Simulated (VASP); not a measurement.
# InP (F-43m) in VASP: notebook

InP is run at these levels: PBE; tasks: single point.

Program: VASP 6.6.1. These are calculated values, not measurements. Logs are shortened: lines on timing, memory, paths and dates and some standing lists are left out, and cuts for length are marked.

## Step 1: The cell of the first run

Symmetry: F-43m, No. 216, cubic system. The conventional cell has a = 5.861 Å, b = 5.861 Å, c = 5.861 Å, α = 90.00°, β = 90.00°, γ = 90.00°. Within 3.3 Å of In (site symmetry -43m) lie 4 P at 2.54 Å. Within 3.3 Å of P (site symmetry -43m) lie 4 In at 2.54 Å.

## Step 2: Single point, PBE

File INCAR:

```
SYSTEM = InP
  PREC = Accurate
  ENCUT = 500
  EDIFF = 1E-6
  ISMEAR = 0
  SIGMA = 0.05
  LREAL = .False.
  LASPH = .True.
  NELM = 120
  ALGO = Normal
  ISIF = 2
  LWAVE = .False.
  LCHARG = .True.
  GGA = PE
  LELF = .True.
  LVHAR = .True.
  NBANDS = 16
  GGA_COMPAT = .False.
```

File KPOINTS:

```
Automatic mesh
0
Gamma
  8 8 8
  0 0 0
```

File POSCAR:

```
InP
1.0
    0.0000000000      2.9305005221      2.9305005221
    2.9305005221      0.0000000000      2.9305005221
    2.9305005221      2.9305005221      0.0000000000
In P
1 1
Direct
    0.0000000000      0.0000000000      0.0000000000
    0.7500000000      0.7500000000      0.7500000000
```

Potentials or basis: VASP PAW PBE potentials, release 64 (In_d, P).

Launch:

```
$ cat potpaw_PBE.64/In_d/POTCAR potpaw_PBE.64/P/POTCAR > POTCAR
$ mpirun -np 1 vasp_std > vasp.out
```

OUTCAR:

```text
SYSTEM = InP
   PREC = Accurate
   ENCUT = 500
   EDIFF = 1E-6
   ISMEAR = 0
   LREAL = .False.
   LASPH = .True.
   NELM = 120
   ISIF = 2
   GGA = PE

 ion  position               nearest neighbor table
   1  0.000  0.000  0.000-   2 2.54   2 2.54   2 2.54   2 2.54
   2  0.750  0.750  0.750-   1 2.54   1 2.54   1 2.54   1 2.54

  LATTYP: Found a face centered cubic cell.
 ALAT       =     5.8610010442

  Lattice vectors:

 A1 = (   0.0000000000,   2.9305005221,   2.9305005221)
 A2 = (   2.9305005221,   0.0000000000,   2.9305005221)
 A3 = (   2.9305005221,   2.9305005221,   0.0000000000)

Analysis of symmetry for initial positions (statically):
=====================================================================
 Subroutine PRICEL returns:
 Original cell was already a primitive cell.

 Routine SETGRP: Setting up the symmetry group for a
 face centered cubic supercell.

 Subroutine GETGRP returns: Found 24 space group operations
 (whereof 24 operations were pure point group operations)
 out of a pool of 48 trial point group operations.

The static configuration has the point symmetry T_d .

Analysis of symmetry for dynamics (positions and initial velocities):
=====================================================================
 Subroutine PRICEL returns:
 Original cell was already a primitive cell.

 Routine SETGRP: Setting up the symmetry group for a
 face centered cubic supercell.

 Subroutine GETGRP returns: Found 24 space group operations
 (whereof 24 operations were pure point group operations)
 out of a pool of 48 trial point group operations.

The dynamic configuration has the point symmetry T_d .

 Subroutine INISYM returns: Found 24 space group operations
 (whereof 24 operations are pure point group operations),
 and found     1 'primitive' translations

----------------------------------------------------------------------------------------

                                     Primitive cell

  volume of cell :      50.3333

  direct lattice vectors                    reciprocal lattice vectors
     0.000000000  2.930500522  2.930500522    -0.170619318  0.170619318  0.170619318
     2.930500522  0.000000000  2.930500522     0.170619318 -0.170619318  0.170619318
     2.930500522  2.930500522  0.000000000     0.170619318  0.170619318 -0.170619318

  length of vectors
     4.144353583  4.144353583  4.144353583     0.295521327  0.295521327  0.295521327

  position of ions in fractional coordinates (direct lattice)
     0.000000000  0.000000000  0.000000000
     0.750000000  0.750000000  0.750000000

  ion indices of the primitive-cell ions
   primitive index   ion index
                 1           1
                 2           2

----------------------------------------------------------------------------------------

 KPOINTS: Automatic mesh

Automatic generation of k-mesh.
 Grid dimensions read from file:
 generate k-points for:    8    8    8

 Generating k-lattice:

  Cartesian coordinates                     Fractional coordinates (reciprocal lattice)
    -0.021327415  0.021327415  0.021327415     0.125000000  0.000000000  0.000000000
     0.021327415 -0.021327415  0.021327415     0.000000000  0.125000000  0.000000000
     0.021327415  0.021327415 -0.021327415     0.000000000  0.000000000  0.125000000

  Length of vectors
     0.036940166  0.036940166  0.036940166

  Shift w.r.t. Gamma in fractional coordinates (k-lattice)
     0.000000000  0.000000000  0.000000000

 Subroutine IBZKPT returns following result:
 ===========================================

 Found     29 irreducible k-points:

 Following reciprocal coordinates:
            Coordinates               Weight
  0.000000  0.000000  0.000000      1.000000
  0.125000  0.000000  0.000000      8.000000
  0.250000  0.000000  0.000000      8.000000
  0.375000  0.000000  0.000000      8.000000
  0.500000  0.000000  0.000000      4.000000
  0.125000  0.125000  0.000000      6.000000
[... 16 lines left out ...]
  0.500000  0.250000  0.125000     48.000000
 -0.375000  0.250000  0.125000     24.000000
 [... further k-points ...]
   k-points           NKPTS =     29   k-points in BZ     NKDIM =     29   number of bands    NBANDS=     16
   number of dos      NEDOS =    301   number of ions     NIONS =      2
   total plane-waves  NPLWV =  27000
   dimension x,y,z NGX =    30 NGY =   30 NGZ =   30
   dimension x,y,z NGXF=    60 NGYF=   60 NGZF=   60
   ions per type =               1   1
   NGX,Y,Z   is equivalent  to a cutoff of  12.03, 12.03, 12.03 a.u.
   NGXF,Y,Z  is equivalent  to a cutoff of  24.07, 24.07, 24.07 a.u.
 SYSTEM =  InP
   PREC   = accura    normal or accurate (medium, high low for compatibility)
   ISTART =      0    job   : 0-new  1-cont  2-samecut
   ICHARG =      2    charge: 1-file 2-atom 10-const
   ISPIN  =      1    spin polarized calculation?
   LNONCOLLINEAR =      F non collinear calculations
   LSORBIT =      F    spin-orbit coupling
   LASPH  =      T    aspherical Exc in radial PAW
   ENCUT  =  500.0 eV  36.75 Ry    6.06 a.u.   7.56  7.56  7.56*2*pi/ulx,y,z
   NELM   =    120;   NELMIN=  2; NELMDL= -5     # of ELM steps
   EDIFF  = 0.1E-05   stopping-criterion for ELM
   LREAL  =      F    real-space projection
   EDIFFG = 0.1E-04   stopping-criterion for IOM
   NSW    =      0    number of steps for IOM
   IBRION =     -1    ionic relax: 0-MD 1-quasi-New 2-CG
   NFREE  =      0    steps in history (QN), initial steepest desc. (CG)
   ISIF   =      2    stress and relaxation
   ISYM   =      2    0-nonsym 1-usesym 2-fastsym
   POTIM  = 0.5000    time-step for ionic-motion
   TEBEG  =    0.0;   TEEND  =   0.0 temperature during run
   PSTRESS=    0.0 pullay stress
   NELECT =      18.0000    total number of electrons
   NUPDOWN=      -1.0000    fix difference up-down
   EMIN   =  10.00;   EMAX   =-10.00  energy-range for DOS
   EFERMI =   0.00;   METHOD = LEGACY
   ISMEAR =     0;   SIGMA  =   0.05  broadening in eV -4-tet -1-fermi 0-gaus
   EFERMI_NEDOS =   21; number of points for ismear=-14 and -15
   IALGO  =     38    algorithm
   IMIX   =      4    mixing-type and parameters
     AMIX     =   0.40;   BMIX     =  1.00
     AMIX_MAG =   1.60;   BMIX_MAG =  1.00
  volume/ion in A,a.u.               =      25.17       169.83
  Fermi-wavevector in a.u.,A,eV,Ry     =   1.162021  2.195901 18.371839  1.350292
  Thomas-Fermi vector in A             =   2.298586
   LORBIT       =      0    0 simple, 1 ext, 2 COOP (PROOUT), +10 PAW based schemes
   GGA     = PE    functional components
   LHFCALC =     F    Hartree Fock is set to
   AEXX    =    0.0000 exact exchange contribution
   IVDW    =     0    specifies the selected vdW correction
   LEPSILON=     F    determine dielectric tensor
   LRPA    =     F    only Hartree local field effects (RPA)
 non-spin polarized calculation
 Gauss-broadening in eV      SIGMA  =   0.05
  energy-cutoff  :      500.00
  volume of cell :       50.33
 maximum number of plane-waves:      1303
   NGX = 15   NGY = 15   NGZ = 15

 number of electron      18.0000009 magnetization

 Free energy of the ion-electron system (eV)
  ---------------------------------------------------
  ext. energy  EPLUGINS =         0.00000000
  ---------------------------------------------------
  free energy    TOTEN  =        -8.38084978 eV

  energy without entropy =       -8.38084978  energy(sigma->0) =       -8.38084978

 E-fermi :   5.4638     XC(G=0):  -9.2831

 val. band max:        5.1888717681   @ k =   0.0000   0.0000   0.0000
 cond. band min:       5.9009124985   @ k =   0.0000   0.0000   0.0000
 fundamental gap:      0.7120407304
 Fermi energy:         5.4637909109

 k-point     1 :       0.0000    0.0000    0.0000
  band No.  band energies     occupation
      1      -8.9970      2.00000
      2      -8.9970      2.00000
      3      -8.9970      2.00000
      4      -8.8450      2.00000
      5      -8.8450      2.00000
      6      -6.3284      2.00000
[... 8 lines left out ...]
     15      14.6384      0.00000
     16      14.6384      0.00000

 k-point     2 :       0.1250    0.0000    0.0000
  band No.  band energies     occupation
      1      -9.0161      2.00000
      2      -8.9896      2.00000
      3      -8.9896      2.00000
      4      -8.8449      2.00000
      5      -8.8449      2.00000
      6      -6.1499      2.00000
[... 8 lines left out ...]
     15      14.0006      0.00000
     16      14.5465      0.00000

 k-point     3 :       0.2500    0.0000    0.0000
  band No.  band energies     occupation
      1      -9.0595      2.00000
      2      -8.9738      2.00000
      3      -8.9738      2.00000
      4      -8.8424      2.00000
      5      -8.8424      2.00000
      6      -5.6513      2.00000
[... 8 lines left out ...]
     15      13.7781      0.00000
     16      14.3293      0.00000

 k-point     4 :       0.3750    0.0000    0.0000
  band No.  band energies     occupation
      1      -9.1001      2.00000
      2      -8.9618      2.00000
      3      -8.9618      2.00000
      4      -8.8356      2.00000
      5      -8.8356      2.00000
      6      -4.9842      2.00000
[... 8 lines left out ...]
     15      14.7086      0.00000
     16      14.7086      0.00000
[... 324 lines left out ...]
 k-point    22 :       0.3750    0.2500    0.1250
  band No.  band energies     occupation
      1      -9.0976      2.00000
      2      -8.9544      2.00000
      3      -8.9480      2.00000
      4      -8.8603      2.00000
      5      -8.8298      2.00000
      6      -5.2374      2.00000
[... 8 lines left out ...]
     15      15.3795      0.00000
     16      16.8512      0.00000

 k-point    23 :       0.5000    0.2500    0.1250
  band No.  band energies     occupation
      1      -9.1215      2.00000
      2      -8.9491      2.00000
      3      -8.9335      2.00000
      4      -8.8564      2.00000
      5      -8.8295      2.00000
      6      -4.6266      2.00000
[... 8 lines left out ...]
     15      16.0458      0.00000
     16      16.5906      0.00000

 k-point    24 :      -0.3750    0.2500    0.1250
  band No.  band energies     occupation
      1      -9.1302      2.00000
      2      -8.9485      2.00000
      3      -8.9285      2.00000
      4      -8.8504      2.00000
      5      -8.8320      2.00000
      6      -4.2866      2.00000
[... 8 lines left out ...]
     15      15.8986      0.00000
     16      16.5202      0.00000

 [... further k-points ...]

------------------------ aborting loop because EDIFF is reached ----------------------------------------

  FORCE on cell =-STRESS in cart. coord.  units (eV):
  Direction    XX          YY          ZZ          XY          YZ          ZX
  --------------------------------------------------------------------------------------
  -------------------------------------------------------------------------------------
  Total        1.0288070      1.0288070      1.0288070      0.0000000     -0.0000000     -0.0000000
  in kB       32.7483242     32.7483242     32.7483242      0.0000000     -0.0000000     -0.0000000
  external PRESSURE =      32.7483242 kB  Pullay stress =       0.0000000 kB

 VOLUME and BASIS-vectors are now :
 -----------------------------------------------------------------------------
  energy-cutoff  :      500.00
  volume of cell :       50.33
      direct lattice vectors                 reciprocal lattice vectors
     0.000000000  2.930500522  2.930500522    -0.170619318  0.170619318  0.170619318
     2.930500522  0.000000000  2.930500522     0.170619318 -0.170619318  0.170619318
     2.930500522  2.930500522  0.000000000     0.170619318  0.170619318 -0.170619318

 POSITION                                       TOTAL-FORCE (eV/Angst)
 -----------------------------------------------------------------------------------
      0.00000      0.00000      0.00000         0.000000      0.000000      0.000000
      4.39575      4.39575      4.39575        -0.000000     -0.000000     -0.000000
 -----------------------------------------------------------------------------------
    total drift:                               -0.000000     -0.000000     -0.000000

  FREE ENERGIE OF THE ION-ELECTRON SYSTEM (eV)
  ---------------------------------------------------
  free  energy   TOTEN  =        -8.3808497793 eV

  energy  without entropy=       -8.3808497793  energy(sigma->0) =       -8.38084978
```

Wall time 22 s (1 thread of Intel Xeon Platinum 8259CL at 2.50GHz (Skylake/Cascade Lake), shared host); peak memory 0.17 GiB.

Results:

* Free energy: -8.3808 eV
* Pressure: 3.3 GPa
* Band gap on the k mesh: 0.71 eV

Caveat: the cell stands under pressure; spin-orbit coupling is left out, which moves the levels of the heavy elements. As with any semilocal functional, this PBE gap is likely too small.

## Step 3: Single point, PBE

File INCAR:

```
SYSTEM = InP
ALGO = Normal ; EDIFF = 1E-6
ENCUT = 500 ; GGA = PE
GGA_COMPAT = .FALSE. ; ISIF = 2
ISMEAR = -1 ; LASPH = .TRUE.
LCHARG = .FALSE. ; LREAL = .FALSE.
LWAVE = .FALSE. ; NBANDS = 16
NELM = 120 ; PREC = Accurate
SIGMA = 0.1
```

File KPOINTS:

```
k-points
0
G
  8 8 8
  0 0 0
```

POSCAR is that of step 2.

Potentials or basis: VASP PAW PBE potentials, release 64 (In_d, P).

Launch:

```
$ cat potpaw_PBE.64/In_d/POTCAR potpaw_PBE.64/P/POTCAR > POTCAR
$ mpirun -np 1 vasp_std > vasp.out
```

Wall time 21 s (1 thread of Intel Xeon Platinum 8259CL at 2.50GHz (Skylake/Cascade Lake), shared host); peak memory 0.17 GiB.

Results (log left out):

* Free energy: -8.3809 eV
* Pressure: 3.3 GPa
* Band gap on the k mesh: 0.71 eV

Levels at points of the mesh, in eV from the valence-band top:
```tsv
k point	band 7	band 8	band 9	band 10	band 11	band 12
(0.00, 0.00, 0.00)	0.00	0.00	0.00	0.71	4.09	4.09
(0.50, 0.00, 0.00)	-5.73	-0.97	-0.97	1.50	4.81	4.81
(0.50, 0.50, 0.00)	-5.75	-2.32	-2.32	1.76	2.27	9.21
```

Caveat: the cell stands under pressure; spin-orbit coupling is left out, which moves the levels of the heavy elements. A hybrid or GW would open this gap; PBE tends to underestimate it.
